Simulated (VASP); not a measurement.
A run of VASP 6.6.1 is set up as follows.

The input INCAR:

```
SYSTEM = As
  PREC = Accurate
  ENCUT = 600
  EDIFF = 1E-6
  ISMEAR = -1
  SIGMA = 0.1
  LREAL = .FALSE.
  LASPH = .TRUE.
  NELM = 60
  ALGO = Normal
  ISIF = 3
  LWAVE = .FALSE.
  LCHARG = .FALSE.
  GGA = PE
  IBRION = 2
  NSW = 32
  EDIFFG = -0.005
  PSTRESS = 300.0
```

File KPOINTS:

```
Automatic mesh
0
G
  16 16 9
  0 0 0
```

File POSCAR:

```
As
1.0
    2.8262661888      0.0000000000      0.0000000000
   -1.4131330944      2.4476183173      0.0000000000
    0.0000000000      0.0000000000      4.4262701115
As
2
Direct
    0.3333333333      0.6666666667      0.2500000000
    0.6666666667      0.3333333333      0.7500000000
```

Potentials or basis: VASP PAW PBE potentials, release 64 (As).

The run is started by

```console
$ cat potpaw_PBE.64/As/POTCAR > POTCAR
$ mpirun -np 1 vasp_std > vasp.out
```

**Question.** What does it give for the relaxed cell?

**Answer.** a = 2.828 Å, b = 2.828 Å, c = 4.430 Å, α = 90.00°, β = 90.00°, γ = 120.00°.

**Question.** What does it give for the band gap on the k mesh?

**Answer.** Zero (band 5 reaches 14.84 eV, above the bottom of band 6 at 4.99 eV).

**Question.** Predict the space group after relaxing (to 0.05 Å).

**Answer.** P6_3/mmc (No. 194).

Final structure:
```cif
data_structure
_symmetry_space_group_name_H-M 'P 1'
_symmetry_Int_Tables_number 1
_cell_length_a 2.8284
_cell_length_b 2.8284
_cell_length_c 4.4302
_cell_angle_alpha 90.000
_cell_angle_beta 90.000
_cell_angle_gamma 120.000
_cell_volume 30.69
loop_
_atom_site_label
_atom_site_type_symbol
_atom_site_fract_x
_atom_site_fract_y
_atom_site_fract_z
_atom_site_occupancy
As1 As 0.33333 0.66667 0.25000 1
As2 As 0.66667 0.33333 0.75000 1
```

Caveat: the cell is relaxed towards a set pressure, so the enthalpy falls and the energy may rise.
